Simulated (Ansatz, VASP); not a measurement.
## Two plane-wave programs on SnO

```xyz
4
Lattice="3.8198 0.0000 0.0000 0.0000 3.8198 0.0000 0.0000 0.0000 22.3646" Properties=species:S:1:pos:R:3 pbc="T T T"
Sn    1.9099    0.0000   10.0000
Sn    0.0000    1.9099   12.3646
O     0.0000    0.0000   11.1823
O     1.9099    1.9099   11.1823
```

Alike in both runs: functional PBE; dispersion D3(BJ); k mesh 7 × 7 × 1; occupations gaussian, width 0.05 eV; no spin polarisation.

Ansatz relaxed the structure, and its values are those at the end. VASP's run is a single point on that final structure, the one shown.

```csv
,VASP,Ansatz
version,VASP 6.6.1,Ansatz 0.2.0
potentials or method,"VASP PAW PBE potentials, release 64 (Sn_d, O), cutoff 520 eV","scalar-relativistic, plane waves, PAW"
valence electrons in the cell,40,40
```

|  | VASP | Ansatz | Ansatz less VASP |
| --- | --- | --- | --- |
| gap on the k mesh at the Fermi level (eV) | 3.06 | 3.07 | +0.010 |
| rms of the force components (eV/Å) | 0.035 | 0.000 | -0.0348 |

Ansatz's warnings: published levels not confirmed.
